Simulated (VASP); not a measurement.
# AlN (F-43m) in VASP: a series of runs

The runs below take AlN through single point, with revPBE, BLYP+D3(BJ).

Program: VASP 6.6.1. These are calculated values, not measurements. Logs are shortened: lines on timing, memory, paths and dates and some standing lists are left out, and cuts for length are marked.

### 1 The cell of the first run

Symmetry: F-43m, No. 216, cubic system. The conventional cell has a = 4.368 Å, b = 4.368 Å, c = 4.368 Å, α = 90.00°, β = 90.00°, γ = 90.00°. Al (site symmetry -43m) has 4 N at 1.89 Å within 2.5 Å. N (site symmetry -43m) has 4 Al at 1.89 Å within 2.5 Å.

### 2 Single point, revPBE

Input file INCAR:

```
ALGO = Normal
EDIFF = 1E-6
ENCUT = 520
GGA = RE
ISIF = 2
ISMEAR = -1
LASPH = T
LCHARG = F
LREAL = F
LWAVE = F
NBANDS = 11
NELM = 100
PREC = Accurate
SIGMA = 0.05
```

Input file KPOINTS:

```
k-points
0
Gamma
  10 10 10
```

Input file POSCAR:

```
AlN
1.0
    0.0000000000      2.1839935596      2.1839935596
    2.1839935596      0.0000000000      2.1839935596
    2.1839935596      2.1839935596      0.0000000000
Al N
1 1
Direct
    0.0000000000      0.0000000000      0.0000000000
    0.2500000000      0.2500000000      0.2500000000
```

Potentials or basis: VASP PAW PBE potentials, release 64 (Al, N).

Launch:

```console
cat potpaw_PBE.64/Al/POTCAR potpaw_PBE.64/N/POTCAR > POTCAR
mpirun -np 1 vasp_std > vasp.out
```

OUTCAR:

```text
EDIFF = 1E-6
   ENCUT = 520
   GGA = RE
   ISIF = 2
   ISMEAR = -1
   LASPH = T
   LREAL = F
   NELM = 100
   PREC = Accurate

 ion  position               nearest neighbor table
   1  0.000  0.000  0.000-   2 1.89   2 1.89   2 1.89   2 1.89
   2  0.250  0.250  0.250-   1 1.89   1 1.89   1 1.89   1 1.89

  LATTYP: Found a face centered cubic cell.
 ALAT       =     4.3679871192

  Lattice vectors:

 A1 = (   0.0000000000,   2.1839935596,   2.1839935596)
 A2 = (   2.1839935596,   0.0000000000,   2.1839935596)
 A3 = (   2.1839935596,   2.1839935596,   0.0000000000)

Analysis of symmetry for initial positions (statically):
=====================================================================
 Subroutine PRICEL returns:
 Original cell was already a primitive cell.

 Routine SETGRP: Setting up the symmetry group for a
 face centered cubic supercell.

 Subroutine GETGRP returns: Found 24 space group operations
 (whereof 24 operations were pure point group operations)
 out of a pool of 48 trial point group operations.

The static configuration has the point symmetry T_d .

Analysis of symmetry for dynamics (positions and initial velocities):
=====================================================================
 Subroutine PRICEL returns:
 Original cell was already a primitive cell.

 Routine SETGRP: Setting up the symmetry group for a
 face centered cubic supercell.

 Subroutine GETGRP returns: Found 24 space group operations
 (whereof 24 operations were pure point group operations)
 out of a pool of 48 trial point group operations.

The dynamic configuration has the point symmetry T_d .

 Subroutine INISYM returns: Found 24 space group operations
 (whereof 24 operations are pure point group operations),
 and found     1 'primitive' translations

----------------------------------------------------------------------------------------

                                     Primitive cell

  volume of cell :      20.8345

  direct lattice vectors                    reciprocal lattice vectors
     0.000000000  2.183993560  2.183993560    -0.228938404  0.228938404  0.228938404
     2.183993560  0.000000000  2.183993560     0.228938404 -0.228938404  0.228938404
     2.183993560  2.183993560  0.000000000     0.228938404  0.228938404 -0.228938404

  length of vectors
     3.088633312  3.088633312  3.088633312     0.396532948  0.396532948  0.396532948

  position of ions in fractional coordinates (direct lattice)
     0.000000000  0.000000000  0.000000000
     0.250000000  0.250000000  0.250000000

  ion indices of the primitive-cell ions
   primitive index   ion index
                 1           1
                 2           2

----------------------------------------------------------------------------------------

 KPOINTS: k-points

Automatic generation of k-mesh.
 Grid dimensions read from file:
 generate k-points for:   10   10   10

 Generating k-lattice:

  Cartesian coordinates                     Fractional coordinates (reciprocal lattice)
    -0.022893840  0.022893840  0.022893840     0.100000000  0.000000000  0.000000000
     0.022893840 -0.022893840  0.022893840     0.000000000  0.100000000  0.000000000
     0.022893840  0.022893840 -0.022893840     0.000000000  0.000000000  0.100000000

  Length of vectors
     0.039653295  0.039653295  0.039653295

  Shift w.r.t. Gamma in fractional coordinates (k-lattice)
     0.000000000  0.000000000  0.000000000

 Subroutine IBZKPT returns following result:
 ===========================================

 Found     47 irreducible k-points:

 Following reciprocal coordinates:
            Coordinates               Weight
  0.000000  0.000000  0.000000      1.000000
  0.100000  0.000000  0.000000      8.000000
  0.200000  0.000000  0.000000      8.000000
  0.300000  0.000000  0.000000      8.000000
  0.400000  0.000000  0.000000      8.000000
  0.500000  0.000000  0.000000      4.000000
[... 16 lines left out ...]
  0.300000  0.300000  0.000000      6.000000
  0.400000  0.300000  0.000000     24.000000
 [... further k-points ...]
   k-points           NKPTS =     47   k-points in BZ     NKDIM =     47   number of bands    NBANDS=     11
   number of dos      NEDOS =    301   number of ions     NIONS =      2
   total plane-waves  NPLWV =  13824
   dimension x,y,z NGX =    24 NGY =   24 NGZ =   24
   dimension x,y,z NGXF=    48 NGYF=   48 NGZF=   48
   ions per type =               1   1
   NGX,Y,Z   is equivalent  to a cutoff of  12.92, 12.92, 12.92 a.u.
   NGXF,Y,Z  is equivalent  to a cutoff of  25.84, 25.84, 25.84 a.u.
 SYSTEM =  unknown system
   PREC   = accura    normal or accurate (medium, high low for compatibility)
   ISTART =      0    job   : 0-new  1-cont  2-samecut
   ICHARG =      2    charge: 1-file 2-atom 10-const
   ISPIN  =      1    spin polarized calculation?
   LNONCOLLINEAR =      F non collinear calculations
   LSORBIT =      F    spin-orbit coupling
   LASPH  =      T    aspherical Exc in radial PAW
   ENCUT  =  520.0 eV  38.22 Ry    6.18 a.u.   5.74  5.74  5.74*2*pi/ulx,y,z
   NELM   =    100;   NELMIN=  2; NELMDL= -5     # of ELM steps
   EDIFF  = 0.1E-05   stopping-criterion for ELM
   LREAL  =      F    real-space projection
   EDIFFG = 0.1E-04   stopping-criterion for IOM
   NSW    =      0    number of steps for IOM
   IBRION =     -1    ionic relax: 0-MD 1-quasi-New 2-CG
   NFREE  =      0    steps in history (QN), initial steepest desc. (CG)
   ISIF   =      2    stress and relaxation
   ISYM   =      2    0-nonsym 1-usesym 2-fastsym
   POTIM  = 0.5000    time-step for ionic-motion
   TEBEG  =    0.0;   TEEND  =   0.0 temperature during run
   PSTRESS=    0.0 pullay stress
   NELECT =       8.0000    total number of electrons
   NUPDOWN=      -1.0000    fix difference up-down
   EMIN   =  10.00;   EMAX   =-10.00  energy-range for DOS
   EFERMI =   0.00;   METHOD = LEGACY
   ISMEAR =    -1;   SIGMA  =   0.05  broadening in eV -4-tet -1-fermi 0-gaus
   EFERMI_NEDOS =   21; number of points for ismear=-14 and -15
   IALGO  =     38    algorithm
   IMIX   =      4    mixing-type and parameters
     AMIX     =   0.40;   BMIX     =  1.00
     AMIX_MAG =   1.60;   BMIX_MAG =  1.00
  volume/ion in A,a.u.               =      10.42        70.30
  Fermi-wavevector in a.u.,A,eV,Ry     =   1.189899  2.248583 19.263943  1.415860
  Thomas-Fermi vector in A             =   2.325996
   LORBIT       =      0    0 simple, 1 ext, 2 COOP (PROOUT), +10 PAW based schemes
   GGA     = RE    functional components
   LHFCALC =     F    Hartree Fock is set to
   AEXX    =    0.0000 exact exchange contribution
   IVDW    =     0    specifies the selected vdW correction
   LEPSILON=     F    determine dielectric tensor
   LRPA    =     F    only Hartree local field effects (RPA)
 non-spin polarized calculation
  energy-cutoff  :      520.00
  volume of cell :       20.83
 maximum number of plane-waves:       571
   NGX = 11   NGY = 11   NGZ = 11

 number of electron       8.0000000 magnetization

 Free energy of the ion-electron system (eV)
  ---------------------------------------------------
  ext. energy  EPLUGINS =         0.00000000
  ---------------------------------------------------
  free energy    TOTEN  =       -14.23011796 eV

  energy without entropy =      -14.23011796  energy(sigma->0) =      -14.23011796

 E-fermi :   7.0598     XC(G=0): -10.8419

 val. band max:        6.0550367642   @ k =   0.0000   0.0000   0.0000
 cond. band min:       9.4036361906   @ k =   0.5000   0.5000   0.0000
 fundamental gap:      3.3485994264
 Fermi energy:         7.0597901115

 k-point     1 :       0.0000    0.0000    0.0000
  band No.  band energies     occupation
      1      -8.9561      2.00000
      2       6.0550      2.00000
      3       6.0550      2.00000
      4       6.0550      2.00000
      5      10.2770      0.00000
      6      18.6999      0.00000
      7      18.6999      0.00000
      8      18.6999      0.00000
      9      23.7554      0.00000
     10      23.7554      0.00000
     11      25.1944      0.00000

 k-point     2 :       0.1000    0.0000    0.0000
  band No.  band energies     occupation
      1      -8.8107      2.00000
      2       5.2460      2.00000
      3       6.0039      2.00000
      4       6.0039      2.00000
      5      10.9390      0.00000
      6      18.3130      0.00000
      7      18.8343      0.00000
      8      18.8343      0.00000
      9      22.5089      0.00000
     10      22.5089      0.00000
     11      24.4137      0.00000

 k-point     3 :       0.2000    0.0000    0.0000
  band No.  band energies     occupation
      1      -8.3972      2.00000
      2       3.6458      2.00000
      3       5.8763      2.00000
      4       5.8763      2.00000
      5      12.0705      0.00000
      6      17.5094      0.00000
      7      18.7554      0.00000
      8      18.7554      0.00000
      9      21.9884      0.00000
     10      21.9884      0.00000
     11      23.5510      0.00000

 k-point     4 :       0.3000    0.0000    0.0000
  band No.  band energies     occupation
      1      -7.7973      2.00000
      2       2.0067      2.00000
      3       5.7299      2.00000
      4       5.7299      2.00000
      5      12.9261      0.00000
      6      16.7366      0.00000
      7      18.0805      0.00000
      8      18.0805      0.00000
      9      23.0650      0.00000
     10      23.0650      0.00000
     11      23.3778      0.00000
[... 239 lines left out ...]
 k-point    22 :      -0.2000    0.2000    0.0000
  band No.  band energies     occupation
      1      -7.6003      2.00000
      2       2.3078      2.00000
      3       4.3763      2.00000
      4       5.8036      2.00000
      5      13.6534      0.00000
      6      16.0772      0.00000
      7      17.5409      0.00000
      8      18.6163      0.00000
      9      21.0832      0.00000
     10      24.5967      0.00000
     11      27.4501      0.00000

 k-point    23 :       0.3000    0.3000    0.0000
  band No.  band energies     occupation
      1      -7.4246      2.00000
      2       2.5507      2.00000
      3       4.8229      2.00000
      4       4.8229      2.00000
      5      11.4178      0.00000
      6      15.8395      0.00000
      7      18.0077      0.00000
      8      20.6457      0.00000
      9      20.6457      0.00000
     10      26.4564      0.00000
     11      29.8769      0.00000

 k-point    24 :       0.4000    0.3000    0.0000
  band No.  band energies     occupation
      1      -6.9672      2.00000
      2       1.9221      2.00000
      3       4.3640      2.00000
      4       4.6602      2.00000
      5      11.0031      0.00000
      6      15.6700      0.00000
      7      18.3881      0.00000
      8      20.7269      0.00000
      9      21.2426      0.00000
     10      27.4029      0.00000
     11      29.6676      0.00000

 [... further k-points ...]

------------------------ aborting loop because EDIFF is reached ----------------------------------------

  FORCE on cell =-STRESS in cart. coord.  units (eV):
  Direction    XX          YY          ZZ          XY          YZ          ZX
  --------------------------------------------------------------------------------------
  -------------------------------------------------------------------------------------
  Total        0.9176681      0.9176681      0.9176681      0.0000000      0.0000000      0.0000000
  in kB       70.5687086     70.5687086     70.5687086      0.0000000      0.0000000      0.0000000
  external PRESSURE =      70.5687086 kB  Pullay stress =       0.0000000 kB

 VOLUME and BASIS-vectors are now :
 -----------------------------------------------------------------------------
  energy-cutoff  :      520.00
  volume of cell :       20.83
      direct lattice vectors                 reciprocal lattice vectors
     0.000000000  2.183993560  2.183993560    -0.228938404  0.228938404  0.228938404
     2.183993560  0.000000000  2.183993560     0.228938404 -0.228938404  0.228938404
     2.183993560  2.183993560  0.000000000     0.228938404  0.228938404 -0.228938404

 POSITION                                       TOTAL-FORCE (eV/Angst)
 -----------------------------------------------------------------------------------
      0.00000      0.00000      0.00000         0.000000      0.000000      0.000000
      1.09200      1.09200      1.09200        -0.000000     -0.000000     -0.000000
 -----------------------------------------------------------------------------------
    total drift:                                0.000000      0.000000      0.000000

  FREE ENERGIE OF THE ION-ELECTRON SYSTEM (eV)
  ---------------------------------------------------
  free  energy   TOTEN  =       -14.2301179591 eV

  energy  without entropy=      -14.2301179590  energy(sigma->0) =      -14.23011796
```

Wall time 13 s (1 thread of Intel Xeon 8259CL, shared host); peak memory 0.14 GiB.

Results:

```yaml
Free_energy: -14.2301 eV
Pressure: 7.1 GPa
Band_gap_on_the_k_mesh: 3.35 eV, indirect (least direct gap 4.22 eV)
```

Levels at points of the mesh, in eV from the valence-band top:
```csv
k point,band 1,band 2,band 3,band 4,band 5,band 6,band 7,band 8,band 9
"(0.00, 0.00, 0.00)",-15.01,0.00,0.00,0.00,4.22,12.64,12.64,12.64,17.70
"(0.50, 0.00, 0.00)",-12.98,-5.83,-0.48,-0.48,7.45,9.91,11.20,11.20,18.10
"(0.50, 0.50, 0.00)",-12.36,-4.88,-1.76,-1.76,3.35,8.70,14.06,15.83,15.83
```

Caveat: the PAW data sets were made with another functional, which shifts forces and pressure a little.

### 3 Single point, revPBE

This run uses another cell than the first one, of 10.63 Å³/atom, 1.020 times its volume.

Input file INCAR:

```
SYSTEM = AlN
PREC = Accurate
ENCUT = 520
EDIFF = 1E-6
ISMEAR = -1
SIGMA = 0.05
LREAL = .False.
LASPH = .True.
NELM = 60
ALGO = Normal
ISIF = 2
LWAVE = .False.
LCHARG = .False.
GGA = RE
NBANDS = 11
```

Input file KPOINTS:

```
Automatic mesh
0
Gamma
  10 10 10
  0 0 0
```

Input file POSCAR:

```
AlN
1.0
    0.0000000000      2.1984575146      2.1984575146
    2.1984575146      0.0000000000      2.1984575146
    2.1984575146      2.1984575146      0.0000000000
Al N
1 1
Direct
    0.0000000000      0.0000000000      0.0000000000
    0.2500000000      0.2500000000      0.2500000000
```

Potentials or basis: VASP PAW PBE potentials, release 64 (Al, N).

Launch:

```console
cat potpaw_PBE.64/Al/POTCAR potpaw_PBE.64/N/POTCAR > POTCAR
mpirun -np 1 vasp_std > vasp.out
```

It took 14 s on 1 thread of Intel Xeon 8259CL, shared host; peak memory 0.14 GiB.

Results (log left out):

```
Free energy            : -14.2433 eV
Pressure               : 2.9 GPa
Band gap on the k mesh : 3.34 eV, indirect (least direct gap 4.05 eV)
```

Levels at points of the mesh, in eV from the valence-band top:
| k point | band 2 | band 3 | band 4 | band 5 | band 6 | band 7 |
| --- | --- | --- | --- | --- | --- | --- |
| (0.00, 0.00, 0.00) | 0.00 | 0.00 | 0.00 | 4.05 | 12.45 | 12.45 |
| (0.50, 0.00, 0.00) | -5.75 | -0.47 | -0.47 | 7.27 | 9.77 | 11.08 |
| (0.50, 0.50, 0.00) | -4.82 | -1.74 | -1.74 | 3.34 | 8.58 | 13.79 |

Caveat: the PAW data sets were made with another functional, which shifts forces and pressure a little.

### 4 Single point, BLYP+D3(BJ)

This run uses another cell than the first one, of 10.00 Å³/atom, 0.960 times its volume.

Input file INCAR:

```
SYSTEM = AlN
PREC = Accurate ; ENCUT = 520
EDIFF = 1E-7 ; ISMEAR = -1
SIGMA = 0.05 ; LREAL = .False.
LASPH = .True. ; NELM = 60
ALGO = Normal ; ISIF = 2
LWAVE = .False. ; LCHARG = .False.
GGA = B5 ; ALDAX = 1.0
AGGAX = 1.0 ; AGGAC = 1.0
ALDAC = 0.0 ; IVDW = 12
VDW_S6 = 1.0 ; VDW_S8 = 2.6996
VDW_A1 = 0.4298 ; VDW_A2 = 4.2359
NBANDS = 11
```

KPOINTS is that of step 3.

Input file POSCAR:

```
AlN
1.0
    0.0000000000      2.1544765148      2.1544765148
    2.1544765148      0.0000000000      2.1544765148
    2.1544765148      2.1544765148      0.0000000000
Al N
1 1
Direct
    0.0000000000      0.0000000000      0.0000000000
    0.2500000000      0.2500000000      0.2500000000
```

Launch:

```console
cat potpaw_PBE.64/Al/POTCAR potpaw_PBE.64/N/POTCAR > POTCAR
mpirun -np 1 vasp_std > vasp.out
```

Wall time 22 s (1 thread of Intel Xeon 8259CL, shared host); peak memory 0.14 GiB.

Results (log left out):

| Property | Result |
| --- | --- |
| Free energy | -15.0332 eV |
| Pressure | 7.8 GPa |
| Band gap on the k mesh | 3.70 eV, indirect (least direct gap 4.86 eV) |
| Dispersion energy per atom | -0.611 eV |

Levels at points of the mesh, in eV from the valence-band top:
```tsv
k point	band 1	band 2	band 3	band 4	band 5	band 6	band 7	band 8	band 9
(0.00, 0.00, 0.00)	-15.12	0.00	0.00	0.00	4.86	13.03	13.03	13.03	18.12
(0.50, 0.00, 0.00)	-12.98	-5.90	-0.48	-0.48	7.94	10.43	11.55	11.55	18.79
(0.50, 0.50, 0.00)	-12.31	-4.95	-1.79	-1.79	3.70	9.05	14.58	16.34	16.34
```

Caveat: the PAW data sets were made with another functional, which shifts forces and pressure a little. A k mesh can miss the band edges.

[end of part 1 of 2]
